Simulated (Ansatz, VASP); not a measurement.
Al2Cu in VASP and in Ansatz

```
Al Cu
1.0
    -1.90434    1.90434    2.96751
     1.90434   -1.90434    2.96751
     2.01138    2.01138   -2.96751
Al Cu
2 1
Cartesian
  0.0535 1.9579 1.4838
  1.9579 0.0535 1.4838
  0.0000 0.0000 2.9675
```

Change from the starting cell: strain +e along x and -e along y -0.0267, strain +e along z and -e/2 along x and y +0.0467.

Alike in both runs: task single point; functional LDA; k mesh 14 × 14 × 14; occupations gaussian, width 0.15 eV; no spin polarisation.

```csv
,VASP,Ansatz
version,VASP 6.6.1,Ansatz 0.2.0
potentials or method,"VASP PAW LDA potentials, release 64 (Al, Cu), cutoff 520 eV","scalar-relativistic, plane waves, PAW"
valence electrons in the cell,17,25
```

VASP gave:

- gap on the k mesh at the Fermi level (eV): none
- pressure (GPa): 1.3
- traceless stress, the component that is largest in VASP (GPa): -4.76

Problem. What did Ansatz give for the same quantities?

Solution. gap on the k mesh at the Fermi level (eV): none; pressure (GPa): 0.7; traceless stress, the component that is largest in VASP (GPa): -4.79.

Ansatz warns that its potentials were made for another functional, while VASP's fit it. LDA's correlation is that of Perdew and Zunger in VASP and of Perdew and Wang (1992) in Ansatz. A gap of «none» marks a metal or a gap that the smearing closes. VASP's potentials hold 17 valence electrons a cell and Ansatz's 25, so a difference there can come from the potentials and not from the codes.
